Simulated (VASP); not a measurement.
Input of a VASP 6.6.1 run:

File INCAR:

```
PREC = Accurate
ENCUT = 520
EDIFF = 1E-7
ISMEAR = 0
SIGMA = 0.1
LREAL = F
LASPH = T
NELM = 60
ALGO = Normal
ISIF = 2
LWAVE = F
LCHARG = F
GGA = PS
NBANDS = 15
```

Contents of KPOINTS:

```
Automatic mesh
0
Gamma
  14 14 14
```

POSCAR

```
ZrC
1.0
    0.0000000000      2.3502100000      2.3502100000
    2.3502100000      0.0000000000      2.3502100000
    2.3502100000      2.3502100000      0.0000000000
Zr C
1 1
Direct
    0.3961156663      0.4638840784      0.5277890061
    0.0000000000      0.0000000000      0.0000000000
```

Potentials or basis: VASP PAW PBE potentials, release 64 (Zr_sv, C).

Run with:

```console
$ cat potpaw_PBE.64/Zr_sv/POTCAR potpaw_PBE.64/C/POTCAR > POTCAR
$ mpirun -np 1 vasp_std > vasp.out
```

Task: What does it give for the band gap on the k mesh?

Result: 0.06 eV (least direct gap 0.54 eV).

Task: Predict the pressure.

Result: 7.3 GPa.

Stress tensor (GPa, compression positive):
```
-5.66 -0.27 -0.46
-0.27  3.05 -4.13
-0.46 -4.13 24.58
```

Caveat: the cell differs from its parent crystal (one atom moved); the stress differs along the axes, from -6 to 25 GPa; the PAW data sets were made with another functional, which shifts forces and pressure a little. A k mesh can miss the band edges.
